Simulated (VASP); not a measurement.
# Sr (Im-3m) in VASP: notebook

The runs below take Sr through single point, relaxation of cell and atoms, with r2SCAN.

Everything below comes from runs of VASP 6.6.1. Logs are shortened: lines on timing, memory, paths and dates and some standing lists are left out, and cuts for length are marked.

### 1 The cell of the first run

It takes space group Im-3m (No. 229, cubic). The conventional cell has a = 4.809 Å, b = 4.809 Å, c = 4.809 Å, α = 90.00°, β = 90.00°, γ = 90.00°. Sr (site symmetry m-3m) has 14 Sr at 4.16 to 4.81 Å within 5.5 Å.

### 2 Single point, r2SCAN

Contents of POSCAR:

```
Sr
1.0
   -2.4044227158      2.4044227158      2.4044227158
    2.4044227158     -2.4044227158      2.4044227158
    2.4044227158      2.4044227158     -2.4044227158
Sr
1
Direct
    0.0000000000      0.0000000000      0.0000000000
```

Contents of INCAR.step1:

```
SYSTEM = Sr
PREC     = Accurate       ! precision mode
ENCUT    = 520            ! plane-wave cutoff, eV
ISMEAR   = 0              ! smearing method
SIGMA    = 0.1            ! smearing width, eV
LREAL    = .FALSE.        ! projectors in reciprocal space
LASPH    = .TRUE.         ! aspherical terms in the spheres
NELM     = 100            ! most SCF steps
NBANDS   = 11             ! bands
GGA      = PE             ! functional
ALGO     = Normal         ! electronic algorithm
EDIFF    = 1E-4           ! SCF threshold, eV
LWAVE    = .TRUE.         ! write WAVECAR
LCHARG   = .FALSE.        ! write CHGCAR
```

Contents of INCAR.step2:

```
SYSTEM = Sr
PREC     = Accurate       ! precision mode
ENCUT    = 520            ! plane-wave cutoff, eV
EDIFF    = 1E-7           ! SCF threshold, eV
ISMEAR   = 0              ! smearing method
SIGMA    = 0.1            ! smearing width, eV
LREAL    = .FALSE.        ! projectors in reciprocal space
LASPH    = .TRUE.         ! aspherical terms in the spheres
NELM     = 100            ! most SCF steps
ALGO     = Normal         ! electronic algorithm
ISIF     = 2              ! what is computed and relaxed
LWAVE    = .FALSE.        ! write WAVECAR
LCHARG   = .TRUE.         ! write CHGCAR
METAGGA  = R2SCAN         ! meta-GGA
LMIXTAU  = .TRUE.       
LELF     = .TRUE.         ! ELF
LVHAR    = .TRUE.       
NBANDS   = 11             ! bands
ISTART   = 1
```

Contents of KPOINTS:

```
Automatic mesh
0
G
  12 12 12
  0 0 0
```

Potentials or basis: VASP PAW PBE potentials, release 64 (Sr_sv).

Started as:

```
$ cat potpaw_PBE.64/Sr_sv/POTCAR > POTCAR
$ cp INCAR.step1 INCAR
$ mpirun -np 1 vasp_std > vasp.out
$ cp INCAR.step2 INCAR
$ mpirun -np 1 vasp_std > vasp.out
```

OUTCAR:

```text
SYSTEM = Sr
   PREC = Accurate
   ENCUT = 520
   EDIFF = 1E-7
   ISMEAR = 0
   LREAL = .FALSE.
   LASPH = .TRUE.
   NELM = 100
   ISIF = 2
   METAGGA = R2SCAN
   ISTART = 1

 ion  position               nearest neighbor table
   1  0.000  0.000  0.000-

  LATTYP: Found a body centered cubic cell.
 ALAT       =     4.8088454316

  Lattice vectors:

 A1 = (  -2.4044227158,   2.4044227158,   2.4044227158)
 A2 = (   2.4044227158,  -2.4044227158,   2.4044227158)
 A3 = (   2.4044227158,   2.4044227158,  -2.4044227158)

Analysis of symmetry for initial positions (statically):
=====================================================================
 Subroutine PRICEL returns:
 Original cell was already a primitive cell.

 Routine SETGRP: Setting up the symmetry group for a
 body centered cubic supercell.

 Subroutine GETGRP returns: Found 48 space group operations
 (whereof 48 operations were pure point group operations)
 out of a pool of 48 trial point group operations.

The static configuration has the point symmetry O_h .

Analysis of symmetry for dynamics (positions and initial velocities):
=====================================================================
 Subroutine PRICEL returns:
 Original cell was already a primitive cell.

 Routine SETGRP: Setting up the symmetry group for a
 body centered cubic supercell.

 Subroutine GETGRP returns: Found 48 space group operations
 (whereof 48 operations were pure point group operations)
 out of a pool of 48 trial point group operations.

The dynamic configuration has the point symmetry O_h .

 Subroutine INISYM returns: Found 48 space group operations
 (whereof 48 operations are pure point group operations),
 and found     1 'primitive' translations

----------------------------------------------------------------------------------------

                                     Primitive cell

  volume of cell :      55.6023

  direct lattice vectors                    reciprocal lattice vectors
    -2.404422716  2.404422716  2.404422716     0.000000000  0.207950123  0.207950123
     2.404422716 -2.404422716  2.404422716     0.207950123  0.000000000  0.207950123
     2.404422716  2.404422716 -2.404422716     0.207950123  0.207950123  0.000000000

  length of vectors
     4.164582307  4.164582307  4.164582307     0.294085885  0.294085885  0.294085885

  position of ions in fractional coordinates (direct lattice)
     0.000000000  0.000000000  0.000000000

  ion indices of the primitive-cell ions
   primitive index   ion index
                 1           1

----------------------------------------------------------------------------------------

 KPOINTS: Automatic mesh

Automatic generation of k-mesh.
 Grid dimensions read from file:
 generate k-points for:   12   12   12

 Generating k-lattice:

  Cartesian coordinates                     Fractional coordinates (reciprocal lattice)
     0.000000000  0.017329177  0.017329177     0.083333333  0.000000000  0.000000000
     0.017329177  0.000000000  0.017329177     0.000000000  0.083333333  0.000000000
     0.017329177  0.017329177  0.000000000     0.000000000  0.000000000  0.083333333

  Length of vectors
     0.024507157  0.024507157  0.024507157

  Shift w.r.t. Gamma in fractional coordinates (k-lattice)
     0.000000000  0.000000000  0.000000000

 Subroutine IBZKPT returns following result:
 ===========================================

 Found     72 irreducible k-points:

 Following reciprocal coordinates:
            Coordinates               Weight
  0.000000  0.000000  0.000000      1.000000
  0.083333  0.000000  0.000000     12.000000
  0.166667  0.000000  0.000000     12.000000
  0.250000  0.000000  0.000000     12.000000
  0.333333  0.000000  0.000000     12.000000
  0.416667  0.000000  0.000000     12.000000
[... 16 lines left out ...]
  0.333333  0.083333  0.083333     24.000000
  0.416667  0.083333  0.083333     12.000000
 [... further k-points ...]
   k-points           NKPTS =     72   k-points in BZ     NKDIM =     72   number of bands    NBANDS=     11
   number of dos      NEDOS =    301   number of ions     NIONS =      1
   total plane-waves  NPLWV =  32768
   dimension x,y,z NGX =    32 NGY =   32 NGZ =   32
   dimension x,y,z NGXF=    64 NGYF=   64 NGZF=   64
   ions per type =               1
   NGX,Y,Z   is equivalent  to a cutoff of  12.77, 12.77, 12.77 a.u.
   NGXF,Y,Z  is equivalent  to a cutoff of  25.55, 25.55, 25.55 a.u.
 SYSTEM =  Sr
   PREC   = accura    normal or accurate (medium, high low for compatibility)
   ISTART =      1    job   : 0-new  1-cont  2-samecut
   ICHARG =      0    charge: 1-file 2-atom 10-const
   ISPIN  =      1    spin polarized calculation?
   LNONCOLLINEAR =      F non collinear calculations
   LSORBIT =      F    spin-orbit coupling
   LASPH  =      T    aspherical Exc in radial PAW
   ENCUT  =  520.0 eV  38.22 Ry    6.18 a.u.   7.74  7.74  7.74*2*pi/ulx,y,z
   NELM   =    100;   NELMIN=  2; NELMDL=  0     # of ELM steps
   EDIFF  = 0.1E-06   stopping-criterion for ELM
   LREAL  =      F    real-space projection
   EDIFFG = 0.1E-05   stopping-criterion for IOM
   NSW    =      0    number of steps for IOM
   IBRION =     -1    ionic relax: 0-MD 1-quasi-New 2-CG
   NFREE  =      0    steps in history (QN), initial steepest desc. (CG)
   ISIF   =      2    stress and relaxation
   ISYM   =      2    0-nonsym 1-usesym 2-fastsym
   POTIM  = 0.5000    time-step for ionic-motion
   TEBEG  =    0.0;   TEEND  =   0.0 temperature during run
   PSTRESS=    0.0 pullay stress
   NELECT =      10.0000    total number of electrons
   NUPDOWN=      -1.0000    fix difference up-down
   EMIN   =  10.00;   EMAX   =-10.00  energy-range for DOS
   EFERMI =   0.00;   METHOD = LEGACY
   ISMEAR =     0;   SIGMA  =   0.10  broadening in eV -4-tet -1-fermi 0-gaus
   EFERMI_NEDOS =   21; number of points for ismear=-14 and -15
   IALGO  =     38    algorithm
   IMIX   =      4    mixing-type and parameters
     AMIX     =   0.40;   BMIX     =  1.00
     AMIX_MAG =   1.60;   BMIX_MAG =  1.00
  volume/ion in A,a.u.               =      55.60       375.22
  Fermi-wavevector in a.u.,A,eV,Ry     =   0.924082  1.746262 11.618399  0.853928
  Thomas-Fermi vector in A             =   2.049789
   LORBIT       =      0    0 simple, 1 ext, 2 COOP (PROOUT), +10 PAW based schemes
   METAGGA = R2SCAN    functional components
   LHFCALC =     F    Hartree Fock is set to
   AEXX    =    0.0000 exact exchange contribution
   IVDW    =     0    specifies the selected vdW correction
   LEPSILON=     F    determine dielectric tensor
   LRPA    =     F    only Hartree local field effects (RPA)
 non-spin polarized calculation
 Gauss-broadening in eV      SIGMA  =   0.10
  energy-cutoff  :      520.00
  volume of cell :       55.60
 maximum number of plane-waves:      1514
   NGX = 15   NGY = 15   NGZ = 15

 number of electron      10.0000000 magnetization

 Free energy of the ion-electron system (eV)
  ---------------------------------------------------
  ext. energy  EPLUGINS =         0.00000000
  ---------------------------------------------------
  free energy    TOTEN  =       -15.09152268 eV

  energy without entropy =      -15.08335906  energy(sigma->0) =      -15.08744087

 E-fermi :   1.6054     XC(G=0):  -7.7488

 val. band max:        1.5644162972   @ k =   0.5000   0.5000   0.2500
 cond. band min:       1.6057501268   @ k =   0.3333   0.2500   0.0833
 fundamental gap:      0.0413338296
 Fermi energy:         1.6054312073

 k-point     1 :       0.0000    0.0000    0.0000
  band No.  band energies     occupation
      1     -36.4655      2.00000
      2     -17.7263      2.00000
      3     -17.7263      2.00000
      4     -17.7263      2.00000
      5      -2.2356      2.00000
      6       4.3118      0.00000
      7       4.3118      0.00000
      8       4.3118      0.00000
      9       5.6465      0.00000
     10       5.6465      0.00000
     11      10.0931      0.00000

 k-point     2 :       0.0833    0.0000    0.0000
  band No.  band energies     occupation
      1     -36.4645      2.00000
      2     -17.7400      2.00000
      3     -17.7307      2.00000
      4     -17.7264      2.00000
      5      -2.1124      2.00000
      6       4.1941      0.00000
      7       4.2215      0.00000
      8       4.4291      0.00000
      9       5.4768      0.00000
     10       5.6366      0.00000
     11      10.2220      0.00000

 k-point     3 :       0.1667    0.0000    0.0000
  band No.  band energies     occupation
      1     -36.4616      2.00000
      2     -17.7769      2.00000
      3     -17.7426      2.00000
      4     -17.7264      2.00000
      5      -1.7538      2.00000
      6       3.8373      0.00000
      7       3.9082      0.00000
      8       4.7763      0.00000
      9       5.3254      0.00000
     10       5.6344      0.00000
     11      10.3587      0.00000

 k-point     4 :       0.2500    0.0000    0.0000
  band No.  band energies     occupation
      1     -36.4577      2.00000
      2     -17.8267      2.00000
      3     -17.7588      2.00000
      4     -17.7265      2.00000
      5      -1.1943      2.00000
      6       3.2208      0.00000
      7       3.5777      0.00000
      8       5.3377      0.00000
      9       5.4050      0.00000
     10       5.6924      0.00000
     11       9.8685      0.00000
[... 239 lines left out ...]
 k-point    22 :       0.2500    0.0833    0.0833
  band No.  band energies     occupation
      1     -36.4531      2.00000
      2     -17.8771      2.00000
      3     -17.7752      2.00000
      4     -17.7383      2.00000
      5      -0.2845      2.00000
      6       2.5530      0.00000
      7       3.0160      0.00000
      8       5.6622      0.00000
      9       5.9422      0.00000
     10       6.2944      0.00000
     11       8.6223      0.00000

 k-point    23 :       0.3333    0.0833    0.0833
  band No.  band energies     occupation
      1     -36.4506      2.00000
      2     -17.9014      2.00000
      3     -17.7924      2.00000
      4     -17.7391      2.00000
      5       0.4406      2.00000
      6       2.0370      0.00000
      7       2.8557      0.00000
      8       5.6694      0.00000
      9       6.1119      0.00000
     10       6.9395      0.00000
     11       7.8479      0.00000

 k-point    24 :       0.4167    0.0833    0.0833
  band No.  band energies     occupation
      1     -36.4497      2.00000
      2     -17.9100      2.00000
      3     -17.7989      2.00000
      4     -17.7394      2.00000
      5       0.8825      2.00000
      6       1.7009      0.17682
      7       2.8015      0.00000
      8       5.6123      0.00000
      9       6.1927      0.00000
     10       7.3073      0.00000
     11       7.5807      0.00000

 [... further k-points ...]
[... 5 lines left out ...]
  --------------------------------------------------------------------------------------
  -------------------------------------------------------------------------------------
  Total        0.0047911      0.0047911      0.0047911      0.0000000      0.0000000     -0.0000000
  in kB        0.1380542      0.1380542      0.1380542      0.0000000      0.0000000     -0.0000000
  external PRESSURE =       0.1380542 kB  Pullay stress =       0.0000000 kB

 VOLUME and BASIS-vectors are now :
 -----------------------------------------------------------------------------
  energy-cutoff  :      520.00
  volume of cell :       55.60
      direct lattice vectors                 reciprocal lattice vectors
    -2.404422716  2.404422716  2.404422716     0.000000000  0.207950123  0.207950123
     2.404422716 -2.404422716  2.404422716     0.207950123  0.000000000  0.207950123
     2.404422716  2.404422716 -2.404422716     0.207950123  0.207950123  0.000000000

 POSITION                                       TOTAL-FORCE (eV/Angst)
 -----------------------------------------------------------------------------------
      0.00000      0.00000      0.00000         0.000000     -0.000000     -0.000000
 -----------------------------------------------------------------------------------
    total drift:                               -0.000000      0.000000     -0.000000

  FREE ENERGIE OF THE ION-ELECTRON SYSTEM (eV)
  ---------------------------------------------------
  free  energy   TOTEN  =       -15.0915226822 eV

  energy  without entropy=      -15.0833590551  energy(sigma->0) =      -15.08744087
```

Run time: 60 s. Hardware: 1 thread of Intel Xeon 6975P-C (Granite Rapids), shared host; peak memory 0.21 GiB.

What came out:

* Free energy: -15.0915 eV
* Pressure: 0.0 GPa
* Band gap on the k mesh: zero (band 5 reaches 1.96 eV, above the bottom of band 6 at 1.49 eV)

Levels at points of the mesh, in eV from the Fermi level:
```
           k point  band 3  band 4  band 5  band 6  band 7  band 8
(0.00, 0.00, 0.00)  -19.33  -19.33   -3.84    2.71    2.71    2.71
(0.50, 0.00, 0.00)  -19.40  -19.33   -0.97    0.09    1.44    3.90
(0.50, 0.50, 0.50)  -19.47  -19.47   -0.12   -0.12    3.81    3.81
```

Caveat: the PAW data sets were made with another functional, which shifts forces and pressure a little.

### 3 Relaxation of cell and atoms, r2SCAN

This run uses another cell than the first one, of 57.75 Å³/atom, 1.039 times its volume.

Contents of POSCAR:

```
Sr
1.0
   -2.4350000000      2.4350000000      2.4350000000
    2.4350000000     -2.4350000000      2.4350000000
    2.4350000000      2.4350000000     -2.4350000000
Sr
1
Direct
    0.0000000000      0.0000000000      0.0000000000
```

Contents of INCAR.step1:

```
SYSTEM = Sr
  PREC = Accurate
  ENCUT = 600
  ISMEAR = 0
  SIGMA = 0.1
  LREAL = .False.
  LASPH = .True.
  NELM = 100
  GGA = PE
  ALGO = Normal
  EDIFF = 1E-4
  LWAVE = .True.
  LCHARG = .False.
```

Contents of INCAR.step2:

```
SYSTEM = Sr
  PREC = Accurate
  ENCUT = 600
  EDIFF = 1E-7
  ISMEAR = 0
  SIGMA = 0.1
  LREAL = .False.
  LASPH = .True.
  NELM = 100
  ALGO = Normal
  ISIF = 3
  LWAVE = .False.
  LCHARG = .False.
  METAGGA = R2SCAN
  LMIXTAU = .True.
  IBRION = 2
  NSW = 100
  EDIFFG = -0.005
  ISTART = 1
```

Contents of KPOINTS:

```
Automatic mesh
0
Gamma
  12 12 12
  0 0 0
```

Potentials or basis: VASP PAW PBE potentials, release 64 (Sr_sv).

Started as:

```
$ cat potpaw_PBE.64/Sr_sv/POTCAR > POTCAR
$ cp INCAR.step1 INCAR
$ mpirun -np 1 vasp_std > vasp.out
$ cp INCAR.step2 INCAR
$ mpirun -np 1 vasp_std > vasp.out
```

OUTCAR:

```text
SYSTEM = Sr
   PREC = Accurate
   ENCUT = 600
   EDIFF = 1E-7
   ISMEAR = 0
   LREAL = .False.
   LASPH = .True.
   NELM = 100
   ISIF = 3
   METAGGA = R2SCAN
   IBRION = 2
   NSW = 100
   EDIFFG = -0.005
   ISTART = 1

 ion  position               nearest neighbor table
   1  0.000  0.000  0.000-

  LATTYP: Found a body centered cubic cell.
 ALAT       =     4.8700000000

  Lattice vectors:

 A1 = (  -2.4350000000,   2.4350000000,   2.4350000000)
 A2 = (   2.4350000000,  -2.4350000000,   2.4350000000)
 A3 = (   2.4350000000,   2.4350000000,  -2.4350000000)

Analysis of symmetry for initial positions (statically):
[... 248 lines left out ...]
  ---------------------------------------------------
  free energy    TOTEN  =       -15.09176490 eV

  energy without entropy =      -15.08353930  energy(sigma->0) =      -15.08765210

 E-fermi :   1.5982     XC(G=0):  -7.7431

 val. band max:        1.5980326737   @ k =   0.3333   0.2500   0.0833
 cond. band min:       1.5994869739   @ k =   0.2500   0.2500   0.1667
 fundamental gap:      0.0014543002
 Fermi energy:         1.5982267268

 k-point     1 :       0.0000    0.0000    0.0000
  band No.  band energies     occupation
      1     -36.4762      2.00000
      2     -17.7373      2.00000
      3     -17.7373      2.00000
      4     -17.7373      2.00000
      5      -2.2406      2.00000
      6       4.3024      0.00000
      7       4.3024      0.00000
      8       4.3024      0.00000
      9       5.6356      0.00000
[... 265 lines left out ...]
 k-point    24 :       0.4167    0.0833    0.0833
  band No.  band energies     occupation
      1     -36.4605      2.00000
      2     -17.9196      2.00000
      3     -17.8094      2.00000
      4     -17.7502      2.00000
      5       0.8759      2.00000
      6       1.6908      0.19031
      7       2.7943      0.00000
      8       5.6000      0.00000
      9       6.1805      0.00000

 [... further k-points ...]
[... 5 lines left out ...]
  --------------------------------------------------------------------------------------
  -------------------------------------------------------------------------------------
  Total       -0.0027203     -0.0027203     -0.0027203      0.0000000     -0.0000000      0.0000000
  in kB       -0.0782309     -0.0782309     -0.0782309      0.0000000     -0.0000000      0.0000000
  external PRESSURE =      -0.0782309 kB  Pullay stress =       0.0000000 kB
[... 16 lines left out ...]
  FREE ENERGIE OF THE ION-ELECTRON SYSTEM (eV)
  ---------------------------------------------------
  free  energy   TOTEN  =       -15.0917649036 eV

  energy  without entropy=      -15.0835392950  energy(sigma->0) =      -15.08765210

 reached required accuracy - stopping structural energy minimisation
```

Run time: 4.9 min. Hardware: 1 thread of Intel Xeon 6975P-C (Granite Rapids), shared host; peak memory 0.25 GiB.

What came out:

- Free energy: -15.0918 eV
- Relaxed volume: 55.71 Å³/atom
- Relaxed cell: a = 4.167 Å, b = 4.167 Å, c = 4.167 Å, α = 109.47°, β = 109.47°, γ = 109.47°
- Space group after relaxing (to 0.05 Å): Im-3m (No. 229)
- Energy gained by relaxing: 2.4 meV/atom
- Ionic steps: 3
- Pressure after relaxing: 0.0 GPa
- Band gap on the k mesh: zero (band 5 reaches 1.95 eV, above the bottom of band 6 at 1.48 eV)

Step by step:
```
step  energy change (eV)  largest force (eV/Å)  pressure (GPa)  volume (Å³)
   1              0.0000                0.0000           -0.35        57.75
   2             -0.0018                0.0000           -0.18        56.69
   3             -0.0024                0.0000           -0.01        55.71
```

Final structure:
```xyz
1
Lattice="-2.4060 2.4060 2.4060 2.4060 -2.4060 2.4060 2.4060 2.4060 -2.4060" Properties=species:S:1:pos:R:3 pbc="T T T"
Sr    0.0000    0.0000    0.0000
```

Caveat: the PAW data sets were made with another functional, which shifts forces and pressure a little.

(Continued in part 2 of 2.)
